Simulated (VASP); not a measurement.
# Zr2HS4 in VASP: a series of runs

The runs below take Zr2HS4 through single point, with PBE+D3(BJ).

All numbers are computed with VASP 6.6.1; they aren't measurements. Logs are shortened: lines on timing, memory, paths and dates and some standing lists are left out, and cuts for length are marked.

### Step 1. The cell of the first run

The cell holds a slab with vacuum, 14 atoms: a = 7.298 Å, b = 7.298 Å, c = 20.917 Å, α = 90.00°, β = 90.00°, γ = 120.00°.

### Step 2. Single point, PBE+D3(BJ)

Contents of INCAR:

```
SYSTEM = Zr2HS4
ALGO = Normal
DIPOL = 0.5 0.5 0.278
EDIFF = 1E-6
ENCUT = 400
GGA = PE
GGA_COMPAT = .FALSE.
IDIPOL = 3
ISIF = 2
ISMEAR = 0
IVDW = 12
LASPH = .TRUE.
LCHARG = .TRUE.
LDIPOL = .TRUE.
LELF = .TRUE.
LREAL = .FALSE.
LVACPOTAV = .TRUE.
LVHAR = .TRUE.
LWAVE = .FALSE.
NBANDS = 62
NELM = 120
NELMDL = -8
PREC = Accurate
SIGMA = 0.05
```

Contents of KPOINTS:

```
k-points
0
G
  6 6 1
  0 0 0
```

Contents of POSCAR:

```
Zr2HS4
1.0
    7.2976778227      0.0000000000      0.0000000000
   -3.6488389114      6.3199743831      0.0000000000
    0.0000000000      0.0000000000     20.9171506047
S Zr H
8 4 2
Direct
    0.3333333333      0.1666666667      0.1912306354
    0.3333333333      0.6666666667      0.1912306354
    0.8333333333      0.1666666667      0.1912306354
    0.8333333333      0.6666666667      0.1912306354
    0.1666666667      0.3333333333      0.3306927762
    0.1666666667      0.8333333333      0.3306927762
    0.6666666667      0.3333333333      0.3306927762
    0.6666666667      0.8333333333      0.3306927762
    0.0000000000      0.0000000000      0.2609617058
    0.0000000000      0.5000000000      0.2609617058
    0.5000000000      0.0000000000      0.2609617058
    0.5000000000      0.5000000000      0.2609617058
    0.3699497052      0.7398994103      0.3828031244
    0.4633836282      0.9267672564      0.3828031244
```

Potentials or basis: VASP PAW PBE potentials, release 64 (S, Zr_sv, H).

Started as:

```sh
cat potpaw_PBE.64/S/POTCAR potpaw_PBE.64/Zr_sv/POTCAR potpaw_PBE.64/H/POTCAR > POTCAR
mpirun -np 1 vasp_std > vasp.out
```

OUTCAR:

```text
SYSTEM = Zr2HS4
   EDIFF = 1E-6
   ENCUT = 400
   GGA = PE
   ISIF = 2
   ISMEAR = 0
   IVDW = 12
   LASPH = .TRUE.
   LREAL = .FALSE.
   NELM = 120
   NELMDL = -8
   PREC = Accurate
 IVDW          = 12

 ion  position               nearest neighbor table
   1  0.333  0.167  0.191-   9 2.56  12 2.56  11 2.56
   2  0.333  0.667  0.191-  10 2.56  11 2.56  12 2.56
   3  0.833  0.167  0.191-  11 2.56  10 2.56   9 2.56
   4  0.833  0.667  0.191-  12 2.56   9 2.56  10 2.56
   5  0.167  0.333  0.331-  12 2.56   9 2.56  10 2.56
   6  0.167  0.833  0.331-  11 2.56  10 2.56   9 2.56
   7  0.667  0.333  0.331-  10 2.56  11 2.56  12 2.56
   8  0.667  0.833  0.331-   9 2.56  12 2.56  11 2.56
   9  0.000  0.000  0.261-   1 2.56   8 2.56   5 2.56   4 2.56   6 2.56   3 2.56  12 3.65  12 3.65
                            11 3.65  11 3.65  10 3.65  10 3.65
  10  0.000  0.500  0.261-   2 2.56   7 2.56   6 2.56   3 2.56   4 2.56   5 2.56  11 3.65  11 3.65
                            12 3.65  12 3.65   9 3.65   9 3.65
  11  0.500  0.000  0.261-   3 2.56   6 2.56   2 2.56   7 2.56   1 2.56   8 2.56  10 3.65  10 3.65
                             9 3.65   9 3.65  12 3.65  12 3.65
  12  0.500  0.500  0.261-   4 2.56   5 2.56   1 2.56   8 2.56   7 2.56   2 2.56   9 3.65   9 3.65
                            10 3.65  10 3.65  11 3.65  11 3.65
  13  0.370  0.740  0.383-
  14  0.463  0.927  0.383-

  LATTYP: Found a hexagonal cell.
 ALAT       =     7.2976778227
 C/A-ratio  =     2.8662748771

  Lattice vectors:

 A1 = (   7.2976778227,   0.0000000000,   0.0000000000)
 A2 = (  -3.6488389114,   6.3199743831,   0.0000000000)
 A3 = (   0.0000000000,   0.0000000000,  20.9171506047)

Analysis of symmetry for initial positions (statically):
=====================================================================
 Subroutine PRICEL returns:
 Original cell was already a primitive cell.

 Routine SETGRP: Setting up the symmetry group for a
 hexagonal supercell.

 Subroutine GETGRP returns: Found  2 space group operations
 (whereof  2 operations were pure point group operations)
 out of a pool of 24 trial point group operations.

The static configuration has the point symmetry C_1h.

Analysis of symmetry for dynamics (positions and initial velocities):
=====================================================================
 Subroutine PRICEL returns:
 Original cell was already a primitive cell.

 Routine SETGRP: Setting up the symmetry group for a
 hexagonal supercell.

 Subroutine GETGRP returns: Found  2 space group operations
 (whereof  2 operations were pure point group operations)
 out of a pool of 24 trial point group operations.

The dynamic configuration has the point symmetry C_1h.

 Subroutine INISYM returns: Found  2 space group operations
 (whereof  2 operations are pure point group operations),
 and found     1 'primitive' translations

----------------------------------------------------------------------------------------

                                     Primitive cell

  volume of cell :     964.7228

  direct lattice vectors                    reciprocal lattice vectors
     7.297677823  0.000000000  0.000000000     0.137029891  0.079114245  0.000000000
    -3.648838911  6.319974383  0.000000000     0.000000000  0.158228489  0.000000000
     0.000000000  0.000000000 20.917150605     0.000000000  0.000000000  0.047807659

  length of vectors
     7.297677823  7.297677823 20.917150605     0.158228489  0.158228489  0.047807659

  position of ions in fractional coordinates (direct lattice)
     0.333333333  0.166666667  0.191230635
     0.333333333  0.666666667  0.191230635
     0.833333333  0.166666667  0.191230635
     0.833333333  0.666666667  0.191230635
     0.166666667  0.333333333  0.330692776
     0.166666667  0.833333333  0.330692776
     0.666666667  0.333333333  0.330692776
     0.666666667  0.833333333  0.330692776
     0.000000000  0.000000000  0.260961706
     0.000000000  0.500000000  0.260961706
     0.500000000  0.000000000  0.260961706
     0.500000000  0.500000000  0.260961706
     0.369949705  0.739899410  0.382803124
     0.463383628  0.926767256  0.382803124

[... 33 lines left out ...]
     0.026371415  0.026371415  0.047807659

  Shift w.r.t. Gamma in fractional coordinates (k-lattice)
     0.000000000  0.000000000  0.000000000

 Subroutine IBZKPT returns following result:
 ===========================================

 Found     13 irreducible k-points:

 Following reciprocal coordinates:
            Coordinates               Weight
  0.000000  0.000000  0.000000      1.000000
  0.166667  0.000000  0.000000      4.000000
  0.000000  0.166667  0.000000      2.000000
  0.333333  0.000000  0.000000      4.000000
  0.000000  0.333333  0.000000      2.000000
  0.500000  0.000000  0.000000      2.000000
  0.000000  0.500000  0.000000      1.000000
  0.166667  0.166667  0.000000      4.000000
 -0.333333  0.166667  0.000000      2.000000
  0.333333  0.166667  0.000000      4.000000
 -0.166667  0.500000  0.000000      4.000000
  0.500000  0.333333  0.000000      4.000000
  0.333333  0.333333  0.000000      2.000000
   k-points           NKPTS =     13   k-points in BZ     NKDIM =     13   number of bands    NBANDS=     62
   number of dos      NEDOS =    301   number of ions     NIONS =     14
   total plane-waves  NPLWV = 322560
   dimension x,y,z NGX =    48 NGY =   48 NGZ =  140
   dimension x,y,z NGXF=    96 NGYF=   96 NGZF=  280
   ions per type =               8   4   2
   NGX,Y,Z   is equivalent  to a cutoff of  10.93, 10.93, 11.13 a.u.
   NGXF,Y,Z  is equivalent  to a cutoff of  21.87, 21.87, 22.25 a.u.
 SYSTEM =  Zr2HS4
   PREC   = accura    normal or accurate (medium, high low for compatibility)
   ISTART =      0    job   : 0-new  1-cont  2-samecut
   ICHARG =      2    charge: 1-file 2-atom 10-const
   ISPIN  =      1    spin polarized calculation?
   LNONCOLLINEAR =      F non collinear calculations
   LSORBIT =      F    spin-orbit coupling
   LASPH  =      T    aspherical Exc in radial PAW
   ENCUT  =  400.0 eV  29.40 Ry    5.42 a.u.  11.90 11.90 34.11*2*pi/ulx,y,z
   NELM   =    120;   NELMIN=  2; NELMDL= -8     # of ELM steps
   EDIFF  = 0.1E-05   stopping-criterion for ELM
   LREAL  =      F    real-space projection
   EDIFFG = 0.1E-04   stopping-criterion for IOM
   NSW    =      0    number of steps for IOM
   IBRION =     -1    ionic relax: 0-MD 1-quasi-New 2-CG
   NFREE  =      0    steps in history (QN), initial steepest desc. (CG)
   ISIF   =      2    stress and relaxation
   ISYM   =      2    0-nonsym 1-usesym 2-fastsym
   POTIM  = 0.5000    time-step for ionic-motion
   TEBEG  =    0.0;   TEEND  =   0.0 temperature during run
   PSTRESS=    0.0 pullay stress
   NELECT =      98.0000    total number of electrons
   NUPDOWN=      -1.0000    fix difference up-down
   EMIN   =  10.00;   EMAX   =-10.00  energy-range for DOS
   EFERMI =   0.00;   METHOD = LEGACY
   ISMEAR =     0;   SIGMA  =   0.05  broadening in eV -4-tet -1-fermi 0-gaus
   EFERMI_NEDOS =   21; number of points for ismear=-14 and -15
   IALGO  =     38    algorithm
   IMIX   =      4    mixing-type and parameters
     AMIX     =   0.40;   BMIX     =  1.00
     AMIX_MAG =   1.60;   BMIX_MAG =  1.00
  volume/ion in A,a.u.               =      68.91       465.02
  Fermi-wavevector in a.u.,A,eV,Ry     =   0.763864  1.443494  7.938838  0.583488
  Thomas-Fermi vector in A             =   1.863639
   LORBIT       =      0    0 simple, 1 ext, 2 COOP (PROOUT), +10 PAW based schemes
   GGA     = PE    functional components
   LHFCALC =     F    Hartree Fock is set to
   AEXX    =    0.0000 exact exchange contribution
   IVDW    =    12    specifies the selected vdW correction
   LEPSILON=     F    determine dielectric tensor
   LRPA    =     F    only Hartree local field effects (RPA)
 non-spin polarized calculation
 Gauss-broadening in eV      SIGMA  =   0.05
  energy-cutoff  :      400.00
  volume of cell :      964.72
 maximum number of plane-waves:     17598
   NGX = 23   NGY = 23   NGZ = 69

 number of electron      98.0000015 magnetization

 dipolmoment           0.000000      0.000000     -0.045505 electrons x Angstroem

 Free energy of the ion-electron system (eV)
  ---------------------------------------------------
  ext. energy  EPLUGINS =         0.00000000
  ---------------------------------------------------
  free energy    TOTEN  =       -89.52550911 eV

  energy without entropy =      -89.52550911  energy(sigma->0) =      -89.52550911

 E-fermi :  -2.6255     XC(G=0):  -3.2365

 val. band max:       -2.8538853493   @ k =   0.1667   0.0000   0.0000
 cond. band min:      -2.1884555799   @ k =   0.0000   0.0000   0.0000
 fundamental gap:      0.6654297694
 Fermi energy:        -2.6254729524

 k-point     1 :       0.0000    0.0000    0.0000
  band No.  band energies     occupation
      1     -52.0867      2.00000
      2     -52.0131      2.00000
      3     -52.0031      2.00000
      4     -51.9403      2.00000
      5     -30.2441      2.00000
      6     -30.2324      2.00000
[... 821 lines left out ...]
     60       0.3414      0.00000
     61       0.3664      0.00000
 [bands above 61 left out]

------------------------ aborting loop because EDIFF is reached ----------------------------------------

 Edisp (eV)   -3.17978

 E8    (eV) :    -1.4087

  FORCE on cell =-STRESS in cart. coord.  units (eV):
  Direction    XX          YY          ZZ          XY          YZ          ZX
  --------------------------------------------------------------------------------------
  -------------------------------------------------------------------------------------
  Total       4.78455    -6.32602     3.71810     0.00000    -0.59091     0.00000
  in kB       7.94602   -10.50604     6.17489     0.00000    -0.98136     0.00000
  external pressure =        1.20 kB  Pullay stress =        0.00 kB

 VOLUME and BASIS-vectors are now :
 -----------------------------------------------------------------------------
  energy-cutoff  :      400.00
  volume of cell :      964.72
      direct lattice vectors                 reciprocal lattice vectors
     7.297677823  0.000000000  0.000000000     0.137029891  0.079114245  0.000000000
    -3.648838911  6.319974383  0.000000000     0.000000000  0.158228489  0.000000000
     0.000000000  0.000000000 20.917150605     0.000000000  0.000000000  0.047807659

 POSITION                                       TOTAL-FORCE (eV/Angst)
 -----------------------------------------------------------------------------------
      1.82442      1.05333      4.00000         0.087834     -0.093728      0.051698
     -0.00000      4.21332      4.00000        -0.000000      0.003230      0.030844
      5.47326      1.05333      4.00000        -0.087834     -0.093728      0.051698
      3.64884      4.21332      4.00000         0.000000     -0.099280     -0.131391
      0.00000      2.10666      6.91715        -0.000000      0.157518      0.258075
     -1.82442      5.26665      6.91715        -1.123228     -0.177252     -0.704716
      3.64884      2.10666      6.91715         0.000000     -0.031872      0.202767
      1.82442      5.26665      6.91715         1.123228     -0.177252     -0.704716
      0.00000      0.00000      5.45858         0.000000     -0.090971     -0.120033
     -1.82442      3.15999      5.45858        -0.071560      0.324880     -0.122434
      3.64884      0.00000      5.45858        -0.000000      0.216466     -0.804922
      1.82442      3.15999      5.45858         0.071560      0.324880     -0.122434
      0.00000      4.67615      8.00715        -0.000000      3.737457      1.062029
     -0.00000      5.85715      8.00715         0.000000     -4.000348      1.053536
 -----------------------------------------------------------------------------------
    total drift:                                0.000000     -0.000000      0.000820

  FREE ENERGIE OF THE ION-ELECTRON SYSTEM (eV)
  ---------------------------------------------------
  free  energy   TOTEN  =       -92.7052934949 eV

  energy  without entropy=      -92.7052934948  energy(sigma->0) =      -92.70529349

 vacuum level on the upper side and lower side of the slab         3.032         3.211
```

It took 20 min on 1 thread of Intel Xeon Platinum 8375C at 2.90GHz (Ice Lake), shared host; peak memory 0.88 GiB.

What came out:

- Free energy: -92.7053 eV
- Largest force: 4.137 eV/Å
- Band gap on the k mesh: 0.67 eV (least direct gap 0.74 eV)
- Dispersion energy per atom: -0.227 eV

Forces in eV/Å, atoms in the order of the input:
```
S    0.088 -0.094  0.052
S    0.000  0.003  0.031
S   -0.088 -0.094  0.052
S    0.000 -0.099 -0.131
S    0.000  0.158  0.258
S   -1.123 -0.177 -0.705
S    0.000 -0.032  0.203
S    1.123 -0.177 -0.705
Zr   0.000 -0.091 -0.120
Zr  -0.072  0.325 -0.122
Zr   0.000  0.216 -0.805
Zr   0.072  0.325 -0.122
H    0.000  3.737  1.062
H    0.000 -4.000  1.054
```

Levels at points of the mesh, in eV from the valence-band top:
| k point | band 46 | band 47 | band 48 | band 49 | band 50 | band 51 | band 52 | band 53 |
| --- | --- | --- | --- | --- | --- | --- | --- | --- |
| (0.00, 0.00, 0.00) | -1.33 | -0.44 | -0.42 | -0.08 | 0.67 | 0.71 | 0.89 | 1.33 |
| (0.50, 0.00, 0.00) | -1.25 | -0.98 | -0.93 | -0.26 | 1.06 | 1.18 | 1.78 | 1.93 |
| (0.00, 0.50, 0.00) | -1.22 | -1.17 | -0.90 | -0.02 | 0.99 | 1.13 | 1.83 | 1.90 |

### Step 3. Single point, PBE+D3(BJ)

Contents of INCAR:

```
SYSTEM = Zr2HS4
PREC = Accurate
ENCUT = 400
EDIFF = 1E-6
ISMEAR = 0
SIGMA = 0.05
LREAL = .False.
LASPH = .True.
NELM = 120
ALGO = Normal
ISIF = 2
LWAVE = .False.
LCHARG = .False.
LDIPOL = .True.
IDIPOL = 3
DIPOL = 0.5 0.5 0.274
GGA = PE
IVDW = 12
NBANDS = 62
GGA_COMPAT = .False.
NELMDL = -8
```

Contents of KPOINTS:

```
Automatic mesh
0
Gamma
  6 6 1
  0 0 0
```

Changes to POSCAR since step 2:

```diff
@@ -20,3 +20,3 @@
     0.5000000000      0.5000000000      0.2609617058
-    0.3699497052      0.7398994103      0.3828031244
-    0.4633836282      0.9267672564      0.3828031244
+    0.3803136712      0.7606273424      0.3522062227
+    0.4530196621      0.9060393242      0.3522062227
```

Potentials or basis: VASP PAW PBE potentials, release 64 (S, Zr_sv, H).

Started as:

```sh
cat potpaw_PBE.64/S/POTCAR potpaw_PBE.64/Zr_sv/POTCAR potpaw_PBE.64/H/POTCAR > POTCAR
mpirun -np 1 vasp_std > vasp.out
```

Run time: 37 min. Hardware: 1 thread of Intel Xeon 8259CL, shared host; peak memory 0.9 GiB.

Results (log left out):

```
Free energy                : -92.1046 eV
Largest force              : 2.980 eV/Å
Band gap on the k mesh     : 0.19 eV (least direct gap 0.62 eV)
Dispersion energy per atom : -0.224 eV
```

Forces in eV/Å, atoms in the order of the input:
```
S    0.055 -0.060  0.034
S    0.000 -0.003 -0.075
S   -0.055 -0.060  0.034
S    0.000 -0.029 -0.093
S    0.000  0.018  0.390
S   -2.868 -0.780 -0.213
S    0.000 -0.018  0.178
S    2.868 -0.780 -0.213
Zr   0.000  0.015 -0.420
Zr  -0.217  0.214 -0.259
Zr   0.000  0.217 -0.505
Zr   0.217  0.214 -0.259
H    0.000  1.789  0.183
H    0.000 -0.736  1.218
```

Levels at points of the mesh, in eV from the valence-band top:
| k point | band 45 | band 46 | band 47 | band 48 | band 49 | band 50 | band 51 | band 52 | band 53 | band 54 |
| --- | --- | --- | --- | --- | --- | --- | --- | --- | --- | --- |
| (0.00, 0.00, 0.00) | -1.84 | -1.79 | -0.97 | -0.93 | -0.65 | 0.19 | 0.27 | 0.61 | 0.89 | 1.18 |
| (0.50, 0.00, 0.00) | -1.82 | -1.71 | -1.43 | -1.41 | -0.02 | 0.63 | 0.70 | 1.24 | 1.48 | 1.82 |
| (0.00, 0.50, 0.00) | -1.92 | -1.65 | -1.51 | -1.37 | -0.52 | 0.70 | 0.94 | 1.24 | 1.47 | 1.92 |

### Step 4. Single point, PBE+D3(BJ)

Contents of INCAR:

```
SYSTEM = Zr2HS4
ALGO     = Normal         ! electronic algorithm
DIPOL    = 0.5 0.5 0.276
EDIFF    = 1E-6           ! SCF threshold, eV
ENCUT    = 400            ! plane-wave cutoff, eV
GGA      = PE             ! functional
GGA_COMPAT= .False.      
IDIPOL   = 3            
ISIF     = 2              ! what is computed and relaxed
ISMEAR   = 0              ! smearing method
IVDW     = 12             ! dispersion correction
LASPH    = .True.         ! aspherical terms in the spheres
LCHARG   = .False.        ! write CHGCAR
LDIPOL   = .True.       
LREAL    = .False.        ! projectors in reciprocal space
LWAVE    = .False.        ! write WAVECAR
NBANDS   = 62             ! bands
NELM     = 120            ! most SCF steps
NELMDL   = -8           
PREC     = Accurate       ! precision mode
SIGMA    = 0.05           ! smearing width, eV
```

Contents of KPOINTS:

```
k-points
0
Gamma
  6 6 1
  0 0 0
```

Changes to POSCAR since step 3:

```diff
@@ -20,3 +20,3 @@
     0.5000000000      0.5000000000      0.2609617058
-    0.3803136712      0.7606273424      0.3522062227
-    0.4530196621      0.9060393242      0.3522062227
+    0.3575287687      0.7150575375      0.3675046736
+    0.4758045646      0.9516091292      0.3675046736
```

Started as:

```sh
cat potpaw_PBE.64/S/POTCAR potpaw_PBE.64/Zr_sv/POTCAR potpaw_PBE.64/H/POTCAR > POTCAR
mpirun -np 1 vasp_std > vasp.out
```

Run time: 16 min. Hardware: 1 thread of Intel Xeon Platinum 8375C at 2.90GHz (Ice Lake), shared host; peak memory 0.91 GiB.

The run converged. Its results:

```
Free energy                : -91.3547 eV
Largest force              : 1.658 eV/Å
Band gap on the k mesh     : 0.26 eV (least direct gap 0.38 eV)
Dispersion energy per atom : -0.226 eV
```

Forces on the atoms (eV/Å):
```
S    0.044 -0.152  0.120
S    0.000 -0.030 -0.048
S   -0.044 -0.152  0.120
S    0.000 -0.045 -0.146
S    0.000  0.301  0.605
S   -1.116 -0.567  0.084
S    0.000  0.164  0.281
S    1.116 -0.567  0.084
Zr   0.000 -0.050 -0.519
Zr  -0.194  0.252 -0.310
Zr   0.000  0.274 -0.248
Zr   0.194  0.252 -0.310
H    0.000  1.641  0.237
H    0.000 -1.320  0.049
```

Levels at points of the mesh, in eV from the valence-band top:
```csv
k point,band 47,band 48,band 49,band 50,band 51,band 52
"(0.00, 0.00, 0.00)",-0.93,-0.93,-0.45,0.26,0.27,0.56
"(0.50, 0.00, 0.00)",-1.45,-1.39,-0.04,0.34,0.67,1.10
"(0.00, 0.50, 0.00)",-1.55,-1.37,-0.12,0.41,0.70,1.14
```

[end of part 1 of 2]
